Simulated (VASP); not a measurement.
**Ru: single point with BLYP**

Ru:

```xyz
3
Lattice="4.2734 0.0000 0.0000 -2.1367 3.7009 0.0000 0.0000 0.0000 2.6958" Properties=species:S:1:pos:R:3 pbc="T T T"
Ru    0.0000    0.0000    0.0000
Ru    0.0000    2.4673    1.3479
Ru    2.1367    1.2336    1.3479
```

This cell differs from its parent crystal: volume scaled by 0.96.

```json
{
 "Program": "VASP 6.6.1",
 "Task": "single point",
 "Functional": "BLYP",
 "Potentials or basis": "VASP PAW PBE potentials, release 64 (Ru_pv)",
 "Cutoff": "520 eV",
 "k mesh": "10 × 10 × 13",
 "Occupations": "fermi-dirac, width 0.1 eV",
 "Spin": "no spin polarisation",
 "Dipole correction": "no",
 "Further INCAR settings": "ALGO = Normal; EDIFF = 1e-06; NBANDS = 28"
}
```

```yaml
Pressure: 12.1 GPa
Band_gap_on_the_k_mesh: zero (band 21 reaches 13.70 eV, above the bottom of band 22 at 11.41 eV)
```

Stress tensor (GPa, compression positive):
```
12.65  0.00  0.00
 0.00 12.65  0.00
 0.00  0.00 11.14
```

Levels at points of the mesh, in eV from the Fermi level:
| k point | band 17 | band 18 | band 19 | band 20 | band 21 | band 22 | band 23 | band 24 | band 25 | band 26 |
| --- | --- | --- | --- | --- | --- | --- | --- | --- | --- | --- |
| (0.00, 0.00, 0.00) | -2.68 | -2.07 | -2.07 | -1.43 | -1.43 | -1.32 | -1.32 | 1.58 | 1.58 | 9.43 |
| (0.50, 0.00, 0.00) | -2.55 | -2.36 | -1.18 | -1.10 | 0.39 | 0.72 | 0.76 | 0.77 | 1.30 | 1.64 |

Run time: 34 s on 1 thread of Intel(R) Xeon(R) 6975P-C (Granite Rapids), on a shared host, peak memory 0.21 GiB.

Caveat: the PAW data sets were made with another functional, which shifts forces and pressure a little.
